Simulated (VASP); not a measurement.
# Be (Fm-3m) in VASP: settings compared

Aim: see how the results for Be move with the level of theory and the settings. Levels: PBE, PBEsol. Tasks: single point, relaxation of cell and atoms.

Program: VASP 6.6.1. These are calculated values, not measurements. Logs are shortened: lines on timing, memory, paths and dates and some standing lists are left out, and cuts for length are marked.

### Step 1. The cell of the first run

It takes space group Fm-3m (No. 225, cubic). The conventional cell has a = 3.157 Å, b = 3.157 Å, c = 3.157 Å, α = 90.00°, β = 90.00°, γ = 90.00°. Within 3.0 Å of Be (site symmetry m-3m) lie 12 Be at 2.23 Å.

This isn't the form of Be at room conditions, which is hcp.

### Step 2. Single point, PBE

INCAR

```
SYSTEM = Be
  PREC = Accurate
  ENCUT = 520
  EDIFF = 1E-6
  ISMEAR = -1
  SIGMA = 0.05
  LREAL = .FALSE.
  LASPH = .TRUE.
  NELM = 80
  ALGO = Normal
  ISIF = 2
  LWAVE = .FALSE.
  LCHARG = .TRUE.
  GGA = PE
  LELF = .TRUE.
  LVHAR = .TRUE.
  NBANDS = 7
```

KPOINTS

```
regular mesh
0
G
  23 23 23
  0 0 0
```

POSCAR

```
Be
1.0
    0.0000000000      1.5786497974      1.5786497974
    1.5786497974      0.0000000000      1.5786497974
    1.5786497974      1.5786497974      0.0000000000
Be
1
Direct
    0.0000000000      0.0000000000      0.0000000000
```

Potentials or basis: VASP PAW PBE potentials, release 64 (Be).

Started as:

```
$ cat potpaw_PBE.64/Be/POTCAR > POTCAR
$ mpirun -np 1 vasp_std > vasp.out
```

OUTCAR:

```text
SYSTEM = Be
   PREC = Accurate
   ENCUT = 520
   EDIFF = 1E-6
   ISMEAR = -1
   LREAL = .FALSE.
   LASPH = .TRUE.
   NELM = 80
   ISIF = 2
   GGA = PE

 ion  position               nearest neighbor table
   1  0.000  0.000  0.000-

  LATTYP: Found a face centered cubic cell.
 ALAT       =     3.1572995948

  Lattice vectors:

 A1 = (   0.0000000000,   1.5786497974,   1.5786497974)
 A2 = (   1.5786497974,   0.0000000000,   1.5786497974)
 A3 = (   1.5786497974,   1.5786497974,   0.0000000000)

Analysis of symmetry for initial positions (statically):
=====================================================================
 Subroutine PRICEL returns:
 Original cell was already a primitive cell.

 Routine SETGRP: Setting up the symmetry group for a
 face centered cubic supercell.

 Subroutine GETGRP returns: Found 48 space group operations
 (whereof 48 operations were pure point group operations)
 out of a pool of 48 trial point group operations.

The static configuration has the point symmetry O_h .

Analysis of symmetry for dynamics (positions and initial velocities):
=====================================================================
 Subroutine PRICEL returns:
 Original cell was already a primitive cell.

 Routine SETGRP: Setting up the symmetry group for a
 face centered cubic supercell.

 Subroutine GETGRP returns: Found 48 space group operations
 (whereof 48 operations were pure point group operations)
 out of a pool of 48 trial point group operations.

The dynamic configuration has the point symmetry O_h .

 Subroutine INISYM returns: Found 48 space group operations
 (whereof 48 operations are pure point group operations),
 and found     1 'primitive' translations

----------------------------------------------------------------------------------------

                                     Primitive cell

  volume of cell :       7.8684

  direct lattice vectors                    reciprocal lattice vectors
     0.000000000  1.578649797  1.578649797    -0.316726357  0.316726357  0.316726357
     1.578649797  0.000000000  1.578649797     0.316726357 -0.316726357  0.316726357
     1.578649797  1.578649797  0.000000000     0.316726357  0.316726357 -0.316726357

  length of vectors
     2.232547954  2.232547954  2.232547954     0.548586143  0.548586143  0.548586143

  position of ions in fractional coordinates (direct lattice)
     0.000000000  0.000000000  0.000000000

  ion indices of the primitive-cell ions
   primitive index   ion index
                 1           1

----------------------------------------------------------------------------------------

 KPOINTS: regular mesh

Automatic generation of k-mesh.
 Grid dimensions read from file:
 generate k-points for:   23   23   23

 Generating k-lattice:

  Cartesian coordinates                     Fractional coordinates (reciprocal lattice)
    -0.013770711  0.013770711  0.013770711     0.043478261  0.000000000  0.000000000
     0.013770711 -0.013770711  0.013770711     0.000000000  0.043478261  0.000000000
     0.013770711  0.013770711 -0.013770711     0.000000000  0.000000000  0.043478261

  Length of vectors
     0.023851571  0.023851571  0.023851571

  Shift w.r.t. Gamma in fractional coordinates (k-lattice)
     0.000000000  0.000000000  0.000000000

 Subroutine IBZKPT returns following result:
 ===========================================

 Found    364 irreducible k-points:

 Following reciprocal coordinates:
            Coordinates               Weight
  0.000000  0.000000  0.000000      1.000000
  0.043478  0.000000  0.000000      8.000000
  0.086957  0.000000  0.000000      8.000000
  0.130435  0.000000  0.000000      8.000000
  0.173913  0.000000  0.000000      8.000000
  0.217391  0.000000  0.000000      8.000000
[... 16 lines left out ...]
  0.478261  0.043478  0.000000     24.000000
 -0.478261  0.043478  0.000000     24.000000
 [... further k-points ...]
   k-points           NKPTS =    364   k-points in BZ     NKDIM =    364   number of bands    NBANDS=      7
   number of dos      NEDOS =    301   number of ions     NIONS =      1
   total plane-waves  NPLWV =   5832
   dimension x,y,z NGX =    18 NGY =   18 NGZ =   18
   dimension x,y,z NGXF=    36 NGYF=   36 NGZF=   36
   ions per type =               1
   NGX,Y,Z   is equivalent  to a cutoff of  13.40, 13.40, 13.40 a.u.
   NGXF,Y,Z  is equivalent  to a cutoff of  26.81, 26.81, 26.81 a.u.
 SYSTEM =  Be
   PREC   = accura    normal or accurate (medium, high low for compatibility)
   ISTART =      0    job   : 0-new  1-cont  2-samecut
   ICHARG =      2    charge: 1-file 2-atom 10-const
   ISPIN  =      1    spin polarized calculation?
   LNONCOLLINEAR =      F non collinear calculations
   LSORBIT =      F    spin-orbit coupling
   LASPH  =      T    aspherical Exc in radial PAW
   ENCUT  =  520.0 eV  38.22 Ry    6.18 a.u.   4.15  4.15  4.15*2*pi/ulx,y,z
   NELM   =     80;   NELMIN=  2; NELMDL= -5     # of ELM steps
   EDIFF  = 0.1E-05   stopping-criterion for ELM
   LREAL  =      F    real-space projection
   EDIFFG = 0.1E-04   stopping-criterion for IOM
   NSW    =      0    number of steps for IOM
   IBRION =     -1    ionic relax: 0-MD 1-quasi-New 2-CG
   NFREE  =      0    steps in history (QN), initial steepest desc. (CG)
   ISIF   =      2    stress and relaxation
   ISYM   =      2    0-nonsym 1-usesym 2-fastsym
   POTIM  = 0.5000    time-step for ionic-motion
   TEBEG  =    0.0;   TEEND  =   0.0 temperature during run
   PSTRESS=    0.0 pullay stress
   NELECT =       2.0000    total number of electrons
   NUPDOWN=      -1.0000    fix difference up-down
   EMIN   =  10.00;   EMAX   =-10.00  energy-range for DOS
   EFERMI =   0.00;   METHOD = LEGACY
   ISMEAR =    -1;   SIGMA  =   0.05  broadening in eV -4-tet -1-fermi 0-gaus
   EFERMI_NEDOS =   21; number of points for ismear=-14 and -15
   IALGO  =     38    algorithm
   IMIX   =      4    mixing-type and parameters
     AMIX     =   0.40;   BMIX     =  1.00
     AMIX_MAG =   1.60;   BMIX_MAG =  1.00
  volume/ion in A,a.u.               =       7.87        53.10
  Fermi-wavevector in a.u.,A,eV,Ry     =   1.037025  1.959692 14.631976  1.075420
  Thomas-Fermi vector in A             =   2.171443
   LORBIT       =      0    0 simple, 1 ext, 2 COOP (PROOUT), +10 PAW based schemes
   GGA     = PE    functional components
[... 5 lines left out ...]
 non-spin polarized calculation
  energy-cutoff  :      520.00
  volume of cell :        7.87
 maximum number of plane-waves:       222
 NGX is ok and might be reduce to    18
   NGX =  9   NGY =  9   NGZ =  9

 number of electron       2.0000000 magnetization

 Free energy of the ion-electron system (eV)
  ---------------------------------------------------
  ext. energy  EPLUGINS =         0.00000000
  ---------------------------------------------------
  free energy    TOTEN  =        -3.68655365 eV

  energy without entropy =       -3.68588921  energy(sigma->0) =       -3.68622143

 E-fermi :   7.5805     XC(G=0): -10.6257

 val. band max:        7.3885344576   @ k =  -0.3043   0.4348   0.1739
 cond. band min:       7.5926035459   @ k =  -0.3478   0.3478   0.0000
 fundamental gap:      0.2040690883
 Fermi energy:         7.5805322924

 k-point     1 :       0.0000    0.0000    0.0000
  band No.  band energies     occupation
      1      -4.3165      2.00000
      2      27.0164      0.00000
      3      27.0164      0.00000
      4      27.0164      0.00000
      5      36.6891      0.00000
      6      36.6891      0.00000
      7      36.6891      0.00000

 k-point     2 :       0.0435    0.0000    0.0000
  band No.  band energies     occupation
      1      -4.2538      2.00000
      2      26.5060      0.00000
      3      26.9068      0.00000
      4      26.9068      0.00000
      5      35.8079      0.00000
      6      36.9004      0.00000
      7      36.9004      0.00000

 k-point     3 :       0.0870    0.0000    0.0000
  band No.  band energies     occupation
      1      -4.0656      2.00000
      2      25.0871      0.00000
      3      26.6120      0.00000
      4      26.6120      0.00000
      5      35.0396      0.00000
      6      37.4657      0.00000
      7      37.4657      0.00000

 k-point     4 :       0.1304    0.0000    0.0000
  band No.  band energies     occupation
      1      -3.7521      2.00000
      2      23.0777      0.00000
      3      26.2078      0.00000
      4      26.2078      0.00000
      5      34.8774      0.00000
      6      38.1589      0.00000
      7      38.1589      0.00000

 k-point     5 :       0.1739    0.0000    0.0000
  band No.  band energies     occupation
      1      -3.3135      2.00000
      2      20.8048      0.00000
      3      25.7681      0.00000
      4      25.7681      0.00000
      5      35.1400      0.00000
      6      38.5032      0.00000
      7      38.5032      0.00000

 k-point     6 :       0.2174    0.0000    0.0000
  band No.  band energies     occupation
      1      -2.7510      2.00000
      2      18.4712      0.00000
      3      25.3455      0.00000
      4      25.3455      0.00000
      5      35.6530      0.00000
      6      38.0631      0.00000
      7      38.0631      0.00000

 k-point     7 :       0.2609    0.0000    0.0000
  band No.  band energies     occupation
      1      -2.0677      2.00000
      2      16.1843      0.00000
      3      24.9713      0.00000
      4      24.9713      0.00000
      5      36.2374      0.00000
      6      37.1446      0.00000
      7      37.1446      0.00000

 k-point     8 :       0.3043    0.0000    0.0000
  band No.  band energies     occupation
      1      -1.2702      2.00000
      2      14.0056      0.00000
      3      24.6613      0.00000
      4      24.6613      0.00000
      5      36.1592      0.00000
      6      36.1592      0.00000
      7      36.5579      0.00000

 k-point     9 :       0.3478    0.0000    0.0000
  band No.  band energies     occupation
      1      -0.3741      2.00000
      2      11.9810      0.00000
      3      24.4206      0.00000
      4      24.4206      0.00000
      5      35.2824      0.00000
      6      35.2824      0.00000
      7      36.3661      0.00000

 k-point    10 :       0.3913    0.0000    0.0000
  band No.  band energies     occupation
      1       0.5843      2.00000
      2      10.1644      0.00000
      3      24.2478      0.00000
      4      24.2478      0.00000
      5      34.5858      0.00000
      6      34.5858      0.00000
      7      35.9935      0.00000

 k-point    11 :       0.4348    0.0000    0.0000
  band No.  band energies     occupation
      1       1.5121      2.00000
      2       8.6596      0.00000
      3      24.1377      0.00000
      4      24.1377      0.00000
      5      34.1049      0.00000
      6      34.1049      0.00000
      7      35.6893      0.00000
[... 51 lines left out ...]
 k-point    17 :       0.2174    0.0435    0.0000
  band No.  band energies     occupation
      1      -2.8955      2.00000
      2      19.2665      0.00000
      3      24.5394      0.00000
      4      26.1181      0.00000
      5      34.6659      0.00000
      6      37.4044      0.00000
      7      39.3152      0.00000

 k-point    18 :       0.2609    0.0435    0.0000
  band No.  band energies     occupation
      1      -2.2514      2.00000
      2      16.9629      0.00000
      3      24.1570      0.00000
      4      25.7077      0.00000
      5      34.7055      0.00000
      6      37.0035      0.00000
      7      38.5302      0.00000

 k-point    19 :       0.3043    0.0435    0.0000
  band No.  band energies     occupation
      1      -1.4899      2.00000
      2      14.7466      0.00000
      3      23.8708      0.00000
      4      25.3055      0.00000
      5      34.1105      0.00000
      6      37.4656      0.00000
      7      37.5145      0.00000

 k-point    20 :       0.3478    0.0435    0.0000
  band No.  band energies     occupation
      1      -0.6227      2.00000
      2      12.6669      0.00000
      3      23.6860      0.00000
      4      24.9254      0.00000
      5      33.3972      0.00000
      6      36.5184      0.00000
      7      38.0454      0.00000

 k-point    21 :       0.3913    0.0435    0.0000
  band No.  band energies     occupation
      1       0.3235      2.00000
      2      10.7727      0.00000
      3      23.6023      0.00000
      4      24.5737      0.00000
      5      32.8243      0.00000
      6      35.6453      0.00000
      7      37.9222      0.00000

 k-point    22 :       0.4348    0.0435    0.0000
  band No.  band energies     occupation
      1       1.2819      2.00000
      2       9.1435      0.00000
      3      23.6144      0.00000
      4      24.2554      0.00000
      5      32.4597      0.00000
      6      34.9440      0.00000
      7      37.6077      0.00000

 k-point    23 :       0.4783    0.0435    0.0000
  band No.  band energies     occupation
      1       2.0753      2.00000
      2       7.9642      0.00093
      3      23.7138      0.00000
      4      23.9777      0.00000
      5      32.3217      0.00000
      6      34.4431      0.00000
      7      37.4200      0.00000

 k-point    24 :      -0.4783    0.0435    0.0000
  band No.  band energies     occupation
      1       2.3309      2.00000
      2       7.6117      0.69826
      3      23.7515      0.00000
      4      23.8892      0.00000
      5      32.4091      0.00000
      6      34.1627      0.00000
      7      37.4069      0.00000

 [... further k-points ...]

------------------------ aborting loop because EDIFF is reached ----------------------------------------

  FORCE on cell =-STRESS in cart. coord.  units (eV):
  Direction    XX          YY          ZZ          XY          YZ          ZX
  --------------------------------------------------------------------------------------
  -------------------------------------------------------------------------------------
  Total        0.0063122      0.0063122      0.0063122      0.0000000     -0.0000000     -0.0000000
  in kB        1.2853028      1.2853028      1.2853028      0.0000000     -0.0000000     -0.0000000
  external PRESSURE =       1.2853028 kB  Pullay stress =       0.0000000 kB

 VOLUME and BASIS-vectors are now :
 -----------------------------------------------------------------------------
  energy-cutoff  :      520.00
  volume of cell :        7.87
      direct lattice vectors                 reciprocal lattice vectors
     0.000000000  1.578649797  1.578649797    -0.316726357  0.316726357  0.316726357
     1.578649797  0.000000000  1.578649797     0.316726357 -0.316726357  0.316726357
     1.578649797  1.578649797  0.000000000     0.316726357  0.316726357 -0.316726357

 POSITION                                       TOTAL-FORCE (eV/Angst)
 -----------------------------------------------------------------------------------
      0.00000      0.00000      0.00000        -0.000000     -0.000000      0.000000
 -----------------------------------------------------------------------------------
    total drift:                               -0.000000      0.000000     -0.000000

  FREE ENERGIE OF THE ION-ELECTRON SYSTEM (eV)
  ---------------------------------------------------
  free  energy   TOTEN  =        -3.6865536479 eV

  energy  without entropy=       -3.6858892067  energy(sigma->0) =       -3.68622143
```

Wall time 10 s (1 thread of Intel Xeon Platinum 8488C (Sapphire Rapids), shared host); peak memory 0.12 GiB.

Results:

```
Free energy            : -3.6866 eV
Pressure               : 0.1 GPa
Band gap on the k mesh : zero (bands 1 and 2 overlap by 0.65 eV)
```

Levels at points of the mesh, in eV from the Fermi level:
```tsv
k point	band 1	band 2	band 3	band 4	band 5
(0.00, 0.00, 0.00)	-11.90	19.44	19.44	19.44	29.11
```

### Step 3. Relaxation of cell and atoms, PBEsol

This run uses another cell than the first one, of 7.84 Å³/atom.

INCAR

```
PREC     = Accurate       # precision mode
ENCUT    = 600            # plane-wave cutoff, eV
EDIFF    = 1E-6           # SCF threshold, eV
ISMEAR   = -1             # smearing method
SIGMA    = 0.05           # smearing width, eV
LREAL    = False          # projectors in reciprocal space
LASPH    = True           # aspherical terms in the spheres
NELM     = 60             # most SCF steps
ALGO     = Normal         # electronic algorithm
ISIF     = 3              # what is computed and relaxed
LWAVE    = False          # write WAVECAR
LCHARG   = False          # write CHGCAR
GGA      = PS             # functional
IBRION   = 2              # ionic algorithm
NSW      = 60             # ionic steps
EDIFFG   = -0.005         # ionic threshold
```

KPOINTS

```
Automatic mesh
0
Gamma
  23 23 23
```

POSCAR

```
Be
1.0
    0.0000000000      1.5766799912      1.5766799912
    1.5766799912      0.0000000000      1.5766799912
    1.5766799912      1.5766799912      0.0000000000
Be
1
Direct
    0.0000000000      0.0000000000      0.0000000000
```

Potentials or basis: VASP PAW PBE potentials, release 64 (Be).

Started as:

```
$ cat potpaw_PBE.64/Be/POTCAR > POTCAR
$ mpirun -np 1 vasp_std > vasp.out
```

Wall time 8.3 s (1 thread of Intel Xeon Platinum 8488C (Sapphire Rapids), shared host); peak memory 0.12 GiB.

Results (log left out):

```
Free energy                           : -3.9196 eV
Relaxed volume                        : 7.82 Å³/atom
Relaxed cell                          : a = 2.228 Å, b = 2.228 Å, c = 2.228 Å, α = 60.00°, β = 60.00°, γ = 60.00°
Space group after relaxing (to 0.1 Å) : Fm-3m (No. 225)
Energy gained by relaxing             : 0.0 meV/atom
Ionic steps                           : 2
Pressure after relaxing               : -0.1 GPa
Band gap on the k mesh                : zero (bands 1 and 2 overlap by 0.66 eV)
```

Final structure:
```xyz
1
Lattice="0.0000 1.5754 1.5754 1.5754 0.0000 1.5754 1.5754 1.5754 0.0000" Properties=species:S:1:pos:R:3 pbc="T T T"
Be    3.1507    1.5754    1.5754
```

Levels at points of the mesh, in eV from the Fermi level:
```
           k point  band 1  band 2  band 3  band 4  band 5
(0.00, 0.00, 0.00)  -11.94   19.52   19.52   19.52   29.22
```

Caveat: the PAW data sets were made with another functional, which shifts forces and pressure a little.

### Step 4. Relaxation of cell and atoms, PBE

This run uses another cell than the first one, of 7.84 Å³/atom.

INCAR

```
  ALGO = Normal
  EDIFF = 1E-6
  EDIFFG = -0.005
  ENCUT = 600
  GGA = PE
  IBRION = 2
  ISIF = 3
  ISMEAR = -1
  LASPH = True
  LCHARG = False
  LREAL = False
  LWAVE = False
  NELM = 60
  NSW = 60
  PREC = Accurate
  SIGMA = 0.05
```

KPOINTS

```
k-points
0
Gamma
  23 23 23
```

POSCAR is that of step 3.

Started as:

```
$ cat potpaw_PBE.64/Be/POTCAR > POTCAR
$ mpirun -np 1 vasp_std > vasp.out
```

Wall time 12 s (1 thread of Intel Xeon Platinum 8488C (Sapphire Rapids), shared host); peak memory 0.12 GiB.

It converged, with:

```yaml
Free_energy: -3.6866 eV
Relaxed_volume: 7.87 Å³/atom
Relaxed_cell: a = 2.233 Å, b = 2.233 Å, c = 2.233 Å, α = 60.00°, β = 60.00°, γ = 60.00°
Space_group_after_relaxing_to_0.1_Å: Fm-3m (No. 225)
Energy_gained_by_relaxing: 0.1 meV/atom
Ionic_steps: 2
Pressure_after_relaxing: 0.1 GPa
Band_gap_on_the_k_mesh: zero (bands 1 and 2 overlap by 0.65 eV)
```

Final structure:
```yaml
crystal:
  lattice:
    - [0.00000, 1.57887, 1.57887]
    - [1.57887, 0.00000, 1.57887]
    - [1.57887, 1.57887, 0.00000]
  atoms:
    - { symbol: Be, position: [0.00000, 0.00000, 0.00000] }
```

Levels at points of the mesh, in eV from the Fermi level:
| k point | band 1 | band 2 | band 3 | band 4 | band 5 |
| --- | --- | --- | --- | --- | --- |
| (0.00, 0.00, 0.00) | -11.89 | 19.43 | 19.43 | 19.43 | 29.10 |

(Continued in part 2 of 2.)

The gap in the log of VASP goes by the Fermi energy; the results here count the filled bands.